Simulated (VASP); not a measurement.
Set up this calculation in VASP 6.6.1, as the native input.

- Task: single point
- Functional: PBE
- Potentials or basis: VASP PAW PBE potentials, release 64 (Si)
- Cutoff: 520 eV
- k mesh: 10 × 10 × 10
- Occupations: gaussian, width 0.05 eV
- Spin: no spin polarisation
- Dipole correction: no
- Further INCAR settings: ALGO = Normal; EDIFF = 1e-07; NBANDS = 11

The structure of Si lies in POSCAR:

```
Si
1.0
    0.0000000000      2.6157193013      2.9175733086
    2.6157193013      0.0000000000      2.9175733086
    2.6157193013      2.6157193013      0.0000000000
Si
2
Direct
    0.5000000000      0.5000000000      0.5000000000
    0.7500000000      0.7500000000      0.7500000000
```

This cell differs from its parent crystal: volume 19.962 Å^3 an atom, c/a of the conventional cell 1.1154.

These files were run (other wordings do the same):

INCAR

```
SYSTEM = Si
PREC = Accurate
ENCUT = 520
EDIFF = 1E-7
ISMEAR = 0
SIGMA = 0.05
LREAL = .False.
LASPH = .True.
NELM = 80
ALGO = Normal
ISIF = 2
LWAVE = .False.
LCHARG = .False.
GGA = PE
NBANDS = 11
```

KPOINTS

```
Automatic mesh
0
Gamma
  10 10 10
  0 0 0
```

Potentials or basis: VASP PAW PBE potentials, release 64 (Si).

Command:

```sh
$ cat potpaw_PBE.64/Si/POTCAR > POTCAR
$ mpirun -np 1 vasp_std > vasp.out
```

It gave:

* Pressure: 1.9 GPa
* Band gap on the k mesh: zero (band 4 reaches 6.17 eV, above the bottom of band 5 at 6.15 eV)

Run time: 81 s on 1 thread of AMD EPYC 7R13 (shared host), peak memory 0.15 GiB.
